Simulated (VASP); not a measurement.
Input of a VASP 6.6.1 run:

Contents of POSCAR:

```
HfN
1.0
    3.1339080000      0.0000000000      0.0000000000
   -1.5669540000      2.7140440000      0.0000000000
    0.0000000000      0.0000000000      5.4167680000
Hf N
2 2
Direct
    0.6666666667      0.3333333333      0.7500000000
    0.3333333333      0.6666666667      0.2500000000
    0.0000000000      0.0000000000      0.0000000000
    0.0000000000      0.0000000000      0.5000000000
```

INCAR.step1

```
PREC = Accurate
ENCUT = 520
ISMEAR = 1
SIGMA = 0.05
LREAL = F
LASPH = T
NELM = 60
NBANDS = 23
GGA = PE
ALGO = Normal
EDIFF = 1E-4
LWAVE = T
LCHARG = F
```

INCAR.step2

```
PREC = Accurate
ENCUT = 520
EDIFF = 1E-6
ISMEAR = 1
SIGMA = 0.05
LREAL = F
LASPH = T
NELM = 60
ALGO = Normal
ISIF = 2
LWAVE = F
LCHARG = F
METAGGA = R2SCAN
LMIXTAU = T
NBANDS = 23
ISTART = 1
```

KPOINTS

```
Automatic mesh
0
Gamma
  8 8 4
```

Potentials or basis: VASP PAW PBE potentials, release 64 (Hf_pv, N).

Run with:

```bash
$ cat potpaw_PBE.64/Hf_pv/POTCAR potpaw_PBE.64/N/POTCAR > POTCAR
$ cp INCAR.step1 INCAR
$ mpirun -np 1 vasp_std > vasp.out
$ cp INCAR.step2 INCAR
$ mpirun -np 1 vasp_std > vasp.out
```

(1) What does it give for the pressure?

(2) Predict the band gap on the k mesh.

## Answers

(1) 0.1 GPa.

(2) zero (bands 15 and 16 overlap by 2.45 eV).

Caveat: the PAW data sets were made with another functional, which shifts forces and pressure a little; spin-orbit coupling is left out, which moves the levels of the heavy elements.
